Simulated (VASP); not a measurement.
Set up this calculation in VASP 6.6.1, as the native input.

* Task: single point
* Functional: LDA
* Potentials or basis: VASP PAW LDA potentials, release 64 (Ti_sv)
* Cutoff: 520 eV
* k mesh: 6 × 6 × 6
* Occupations: fermi-dirac, width 0.1 eV
* Spin: no spin polarisation
* Dipole correction: no
* Further INCAR settings: ALGO = Normal; EDIFF = 1e-06; NBANDS = 25

The structure of Ti lies in POSCAR:

```
Ti
1.0
    2.7131100000      1.5664200000      3.2376200000
   -2.7131100000      1.5664200000      3.2376200000
    0.0000000000     -3.1328300000      3.2376200000
Ti
3
Direct
    0.3356500000      0.6643400000      0.0000000000
    0.6643400000      0.0000000000      0.3356500000
    0.0000000000      0.3356500000      0.6643400000
```

One way to write it, as run:

INCAR

```
PREC = Accurate ; ENCUT = 520
EDIFF = 1E-6 ; ISMEAR = -1
SIGMA = 0.1 ; LREAL = False
LASPH = True ; NELM = 80
ALGO = Normal ; ISIF = 2
LWAVE = False ; LCHARG = False
NBANDS = 25
```

KPOINTS

```
Automatic mesh
0
Gamma
  6 6 6
```

Potentials or basis: VASP PAW LDA potentials, release 64 (Ti_sv).

Launch:

```bash
$ cat potpaw_LDA.64/Ti_sv/POTCAR > POTCAR
$ mpirun -np 1 vasp_std > vasp.out
```

It gave:

| Property | Result |
| --- | --- |
| Pressure | -21.2 GPa |
| Largest force | 0.004 eV/Å |
| Band gap on the k mesh | zero (band 18 reaches 3.93 eV, above the bottom of band 19 at 3.70 eV) |

Wall time 64 s on 1 thread of AMD EPYC 7R43 64-Core Processor (Zen 3), on a shared host, peak memory 0.17 GiB.
